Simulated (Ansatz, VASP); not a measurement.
## Two plane-wave programs on Si3Sn

Contents of POSCAR:

```
Si3Sn
1.0
    4.0376389110      0.0000000000      0.0000000000
    0.0000000000      4.0376389110      0.0000000000
    0.0000000000      0.0000000000      5.7486205295
Si Sn
3 1
Direct
    0.5000000000      0.0000000000      0.7746010627
    0.5000000000      0.5000000000      0.0000000000
    0.0000000000      0.5000000000      0.2253989373
    0.0000000000      0.0000000000      0.5000000000
```

File INCAR.step1:

```
SYSTEM = Si3Sn
PREC = Accurate
ENCUT = 400
EDIFF = 1E-5
ISMEAR = 1
SIGMA = 0.5
LREAL = .FALSE.
LASPH = .TRUE.
NELM = 120
ALGO = Normal
ISIF = 2
LWAVE = .TRUE.
LCHARG = .FALSE.
GGA = PE
NBANDS = 21
GGA_COMPAT = .FALSE.
```

INCAR.step2

```
SYSTEM = Si3Sn
PREC = Accurate
ENCUT = 400
EDIFF = 1E-6
ISMEAR = 1
SIGMA = 0.5
LREAL = .FALSE.
LASPH = .TRUE.
NELM = 120
ALGO = Normal
ISIF = 2
LWAVE = .FALSE.
LCHARG = .FALSE.
GGA = PE
LHFCALC = .TRUE.
HFSCREEN = 0.2079
PRECFOCK = Normal
ISTART = 1
NBANDS = 21
GGA_COMPAT = .FALSE.
```

File KPOINTS:

```
regular mesh
0
G
  4 4 2
  0 0 0
```

Input for Ansatz:

```yaml
crystal:
  lattice:
    - [4.037638911, 0.0, 0.0]
    - [0.0, 4.037638911, 0.0]
    - [0.0, 0.0, 5.7486205295]
  atoms:
    - { symbol: Si, position: [0.5, 0.0, 0.7746010627] }
    - { symbol: Si, position: [0.5, 0.5, 0.0] }
    - { symbol: Si, position: [0.0, 0.5, 0.2253989373] }
    - { symbol: Sn, position: [0.0, 0.0, 0.5] }
kpoints:
  mp_grid: { grid: [4, 4, 2] }
hamiltonian:
  xc: hse06
scf:
  occupations: { method: cold, width: 0.5 }
  n_extra_bands: 5
output:
  forces: true
  stress: true
  eigenvalues: true
```

Alike in both runs: task single point; functional HSE06; k mesh 4 × 4 × 2; no spin polarisation.

|  | VASP | Ansatz |
| --- | --- | --- |
| version | VASP 6.6.1 | Ansatz 0.2.0 |
| potentials or method | VASP PAW PBE potentials, release 64 (Si, Sn_d) | plane waves |
| plane-wave cutoff (eV) | 400 | 420 |
| occupations | methfessel-paxton of order 1, width 0.5 eV | cold, width 0.5 eV |
| valence electrons in the cell | 26 | 26 |

|  | VASP | Ansatz | Ansatz less VASP |
| --- | --- | --- | --- |
| pressure (GPa) | -0.5 | -0.2 | +0.28 |
| traceless stress, the component that is largest in VASP (GPa) | -0.65 | -0.76 | -0.104 |
| rms of the force components (eV/Å) | 0.013 | 0.006 | -0.0075 |

Atom by atom the forces differ by 0.007 eV/Å (rms over components). Ansatz's warnings: stress exchange threshold loose, stress scf threshold loose.

The k mesh is coarse, so the values compare programs but aren't converged.
